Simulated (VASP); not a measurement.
# AlGa3As4 (P-4m2) in VASP: single point with PBE

Aim: the single point of AlGa3As4 with PBE.

Program: VASP 6.6.1. These are calculated values, not measurements. Logs are shortened: lines on timing, memory, paths and dates and some standing lists are left out, and cuts for length are marked.

### 1 The cell of the first run

It takes space group P-4m2 (No. 115, tetragonal). The conventional cell has a = 4.061 Å, b = 4.061 Å, c = 11.476 Å, α = 90.00°, β = 90.00°, γ = 90.00°. Within 3.3 Å of Al (site symmetry -4m2) lie 4 As at 2.48 Å. Ga (site symmetry -4m2) has 4 As at 2.49 Å within 3.3 Å. Within 3.3 Å of Ga (site symmetry 2mm) lie 4 As at 2.49 Å. As (site symmetry 2mm) has 2 Al at 2.48 Å and 2 Ga at 2.49 Å within 3.3 Å. Within 3.3 Å of As (site symmetry 2mm) lie 4 Ga at 2.49 Å.

### 2 Single point, PBE

Input file INCAR:

```
SYSTEM = AlGa3As4
PREC = Accurate
ENCUT = 520
EDIFF = 1E-6
ISMEAR = 0
SIGMA = 0.02
LREAL = .FALSE.
LASPH = .TRUE.
NELM = 100
ALGO = Normal
ISIF = 2
LWAVE = .FALSE.
LCHARG = .FALSE.
GGA = PE
NBANDS = 41
```

Input file KPOINTS:

```
Automatic mesh
0
G
  10 10 4
  0 0 0
```

Input file POSCAR:

```
AlGa3As4
1.0
    4.0609788711      0.0000000000      0.0000000000
    0.0000000000      4.0609788711      0.0000000000
    0.0000000000      0.0000000000     11.4756666036
Al Ga As
1 3 4
Direct
    0.0000000000      0.0000000000      0.5000000000
    0.0000000000      0.0000000000      0.0000000000
    0.5000000000      0.5000000000      0.2502507618
    0.5000000000      0.5000000000      0.7497492382
    0.5000000000      0.0000000000      0.3758996796
    0.0000000000      0.5000000000      0.6241003204
    0.5000000000      0.0000000000      0.8748952232
    0.0000000000      0.5000000000      0.1251047768
```

Potentials or basis: VASP PAW PBE potentials, release 64 (Al, Ga_d, As).

The run is started by

```console
$ cat potpaw_PBE.64/Al/POTCAR potpaw_PBE.64/Ga_d/POTCAR potpaw_PBE.64/As/POTCAR > POTCAR
$ mpirun -np 1 vasp_std > vasp.out
```

OUTCAR:

```text
SYSTEM = AlGa3As4
   PREC = Accurate
   ENCUT = 520
   EDIFF = 1E-6
   ISMEAR = 0
   LREAL = .FALSE.
   LASPH = .TRUE.
   NELM = 100
   ISIF = 2
   GGA = PE

 ion  position               nearest neighbor table
   1  0.000  0.000  0.500-   5 2.48   6 2.48   6 2.48   5 2.48
   2  0.000  0.000  0.000-   7 2.49   8 2.49   8 2.49   7 2.49
   3  0.500  0.500  0.250-   8 2.49   8 2.49   5 2.49   5 2.49
   4  0.500  0.500  0.750-   7 2.49   7 2.49   6 2.49   6 2.49
   5  0.500  0.000  0.376-   1 2.48   1 2.48   3 2.49   3 2.49
   6  0.000  0.500  0.624-   1 2.48   1 2.48   4 2.49   4 2.49
   7  0.500  0.000  0.875-   2 2.49   2 2.49   4 2.49   4 2.49
   8  0.000  0.500  0.125-   2 2.49   2 2.49   3 2.49   3 2.49

  LATTYP: Found a simple tetragonal cell.
 ALAT       =     4.0609788711
 C/A-ratio  =     2.8258375549

  Lattice vectors:

 A1 = (   4.0609788711,   0.0000000000,   0.0000000000)
 A2 = (   0.0000000000,   4.0609788711,   0.0000000000)
 A3 = (   0.0000000000,   0.0000000000,  11.4756666036)

Analysis of symmetry for initial positions (statically):
=====================================================================
 Subroutine PRICEL returns:
 Original cell was already a primitive cell.

 Routine SETGRP: Setting up the symmetry group for a
 simple tetragonal supercell.

 Subroutine GETGRP returns: Found  8 space group operations
 (whereof  8 operations were pure point group operations)
 out of a pool of 16 trial point group operations.

The static configuration has the point symmetry D_2d.

Analysis of symmetry for dynamics (positions and initial velocities):
=====================================================================
 Subroutine PRICEL returns:
 Original cell was already a primitive cell.

 Routine SETGRP: Setting up the symmetry group for a
 simple tetragonal supercell.

 Subroutine GETGRP returns: Found  8 space group operations
 (whereof  8 operations were pure point group operations)
 out of a pool of 16 trial point group operations.

The dynamic configuration has the point symmetry D_2d.

 Subroutine INISYM returns: Found  8 space group operations
 (whereof  8 operations are pure point group operations),
 and found     1 'primitive' translations

----------------------------------------------------------------------------------------

                                     Primitive cell

  volume of cell :     189.2515

  direct lattice vectors                    reciprocal lattice vectors
[... 100 lines left out ...]
   LREAL  =      F    real-space projection
   EDIFFG = 0.1E-04   stopping-criterion for IOM
   NSW    =      0    number of steps for IOM
   IBRION =     -1    ionic relax: 0-MD 1-quasi-New 2-CG
   NFREE  =      0    steps in history (QN), initial steepest desc. (CG)
   ISIF   =      2    stress and relaxation
   ISYM   =      2    0-nonsym 1-usesym 2-fastsym
   POTIM  = 0.5000    time-step for ionic-motion
   TEBEG  =    0.0;   TEEND  =   0.0 temperature during run
   PSTRESS=    0.0 pullay stress
   NELECT =      62.0000    total number of electrons
   NUPDOWN=      -1.0000    fix difference up-down
   EMIN   =  10.00;   EMAX   =-10.00  energy-range for DOS
   EFERMI =   0.00;   METHOD = LEGACY
   ISMEAR =     0;   SIGMA  =   0.02  broadening in eV -4-tet -1-fermi 0-gaus
   EFERMI_NEDOS =   21; number of points for ismear=-14 and -15
   IALGO  =     38    algorithm
   IMIX   =      4    mixing-type and parameters
     AMIX     =   0.40;   BMIX     =  1.00
     AMIX_MAG =   1.60;   BMIX_MAG =  1.00
  volume/ion in A,a.u.               =      23.66       159.64
  Fermi-wavevector in a.u.,A,eV,Ry     =   1.128562  2.132674 17.329104  1.273653
  Thomas-Fermi vector in A             =   2.265253
   LORBIT       =      0    0 simple, 1 ext, 2 COOP (PROOUT), +10 PAW based schemes
   GGA     = PE    functional components
   LHFCALC =     F    Hartree Fock is set to
   AEXX    =    0.0000 exact exchange contribution
   IVDW    =     0    specifies the selected vdW correction
   LEPSILON=     F    determine dielectric tensor
   LRPA    =     F    only Hartree local field effects (RPA)
 non-spin polarized calculation
 Gauss-broadening in eV      SIGMA  =   0.02
  energy-cutoff  :      520.00
  volume of cell :      189.25
 maximum number of plane-waves:      5129
   NGX = 15   NGY = 15   NGZ = 43

 number of electron      62.0000075 magnetization

 Free energy of the ion-electron system (eV)
  ---------------------------------------------------
  ext. energy  EPLUGINS =         0.00000000
  ---------------------------------------------------
  free energy    TOTEN  =       -34.20181228 eV

  energy without entropy =      -34.20181228  energy(sigma->0) =      -34.20181228

 E-fermi :   3.6287     XC(G=0):  -9.2564

 val. band max:        3.5146603029   @ k =   0.0000   0.0000   0.0000
 cond. band min:       4.0407212005   @ k =   0.0000   0.0000   0.0000
 fundamental gap:      0.5260608976
 Fermi energy:         3.6286588924

 k-point     1 :       0.0000    0.0000    0.0000
  band No.  band energies     occupation
      1     -11.1993      2.00000
      2     -11.1757      2.00000
      3     -11.1320      2.00000
      4     -11.1137      2.00000
      5     -11.1137      2.00000
      6     -11.1051      2.00000
[... 1045 lines left out ...]
     40       7.8887      0.00000
     41       8.4791      0.00000

 [... further k-points ...]
[... 5 lines left out ...]
  --------------------------------------------------------------------------------------
  -------------------------------------------------------------------------------------
  Total        0.1898292      0.1898292      0.1949994      0.0000000      0.0000000      0.0000000
  in kB        1.6070676      1.6070676      1.6508378      0.0000000      0.0000000      0.0000000
  external PRESSURE =       1.6216577 kB  Pullay stress =       0.0000000 kB

 VOLUME and BASIS-vectors are now :
 -----------------------------------------------------------------------------
  energy-cutoff  :      520.00
  volume of cell :      189.25
      direct lattice vectors                 reciprocal lattice vectors
     4.060978871  0.000000000  0.000000000     0.246246048  0.000000000  0.000000000
     0.000000000  4.060978871  0.000000000     0.000000000  0.246246048  0.000000000
     0.000000000  0.000000000 11.475666604     0.000000000  0.000000000  0.087140907

 POSITION                                       TOTAL-FORCE (eV/Angst)
 -----------------------------------------------------------------------------------
      0.00000      0.00000      5.73783        -0.000000      0.000000      0.000000
      0.00000      0.00000      0.00000        -0.000000      0.000000      0.000000
      2.03049      2.03049      2.87179         0.000000      0.000000     -0.000407
      2.03049      2.03049      8.60387        -0.000000     -0.000000      0.000407
      2.03049      0.00000      4.31370        -0.000000      0.000000      0.004807
      0.00000      2.03049      7.16197        -0.000000      0.000000     -0.004807
      2.03049      0.00000     10.04001        -0.000000      0.000000      0.000066
      0.00000      2.03049      1.43566        -0.000000      0.000000     -0.000066
 -----------------------------------------------------------------------------------
    total drift:                                0.000000      0.000000     -0.000000

  FREE ENERGIE OF THE ION-ELECTRON SYSTEM (eV)
  ---------------------------------------------------
  free  energy   TOTEN  =       -34.2018122764 eV

  energy  without entropy=      -34.2018122764  energy(sigma->0) =      -34.20181228
```

OSZICAR:

```text
N       E                     dE             d eps       ncg     rms          rms(c)
DAV:   1     0.485434773601E+03    0.48543E+03   -0.27400E+04  5634   0.191E+03
DAV:   2     0.382397810387E+02   -0.44719E+03   -0.42380E+03  5654   0.506E+02
DAV:   3    -0.309788778213E+02   -0.69219E+02   -0.67121E+02  6132   0.147E+02
DAV:   4    -0.347549263737E+02   -0.37760E+01   -0.37492E+01  6325   0.356E+01
DAV:   5    -0.348677754792E+02   -0.11285E+00   -0.11274E+00  6242   0.584E+00    0.575E+00
DAV:   6    -0.342700850586E+02    0.59769E+00   -0.10057E+00  7390   0.105E+01    0.328E+00
DAV:   7    -0.341990931662E+02    0.70992E-01   -0.65031E-01  6187   0.331E+00    0.104E+00
DAV:   8    -0.342004146701E+02   -0.13215E-02   -0.96718E-02  6443   0.321E+00    0.225E-01
DAV:   9    -0.342010828808E+02   -0.66821E-03   -0.11267E-02  6799   0.139E+00    0.837E-02
DAV:  10    -0.342014954296E+02   -0.41255E-03   -0.17972E-03  6960   0.488E-01    0.454E-02
DAV:  11    -0.342017908731E+02   -0.29544E-03   -0.44218E-04  6230   0.196E-01    0.130E-02
DAV:  12    -0.342018081324E+02   -0.17259E-04   -0.64316E-05  6907   0.885E-02    0.681E-03
DAV:  13    -0.342018116098E+02   -0.34773E-05   -0.14113E-05  6115   0.345E-02    0.268E-03
DAV:  14    -0.342018122764E+02   -0.66666E-06   -0.18746E-06  4627   0.217E-02
   1 F= -.34201812E+02 E0= -.34201812E+02  d E =-.438076E-18
```

Wall time 9.2 min (1 thread of Intel Xeon 6975P-C, shared host); peak memory 0.54 GiB.

Results:

| Property | Result |
| --- | --- |
| Free energy | -34.2018 eV |
| Pressure | 0.2 GPa |
| Largest force | 0.005 eV/Å |
| Band gap on the k mesh | 0.53 eV, direct |

Forces on the atoms (eV/Å):
```
Al   0.000  0.000  0.000
Ga   0.000  0.000  0.000
Ga   0.000  0.000  0.000
Ga   0.000  0.000  0.000
As   0.000  0.000  0.005
As   0.000  0.000 -0.005
As   0.000  0.000  0.000
As   0.000  0.000  0.000
```

Levels at points of the mesh, in eV from the valence-band top:
```csv
k point,band 29,band 30,band 31,band 32,band 33,band 34
"(0.00, 0.00, 0.00)",-0.02,0.00,0.00,0.53,1.53,1.81
"(0.50, 0.00, 0.00)",-1.00,-0.98,-0.97,0.92,1.33,2.72
"(0.50, 0.50, 0.00)",-2.41,-2.41,-2.40,1.53,1.53,1.58
"(0.00, 0.00, 0.50)",-0.65,-0.50,-0.50,1.46,1.67,2.12
"(0.50, 0.00, 0.50)",-1.03,-1.00,-1.00,1.98,2.05,2.08
"(0.50, 0.50, 0.50)",-2.76,-2.74,-2.74,2.44,2.44,2.54
```

A k mesh can miss the band edges. As with any semilocal functional, this PBE gap is likely too small.
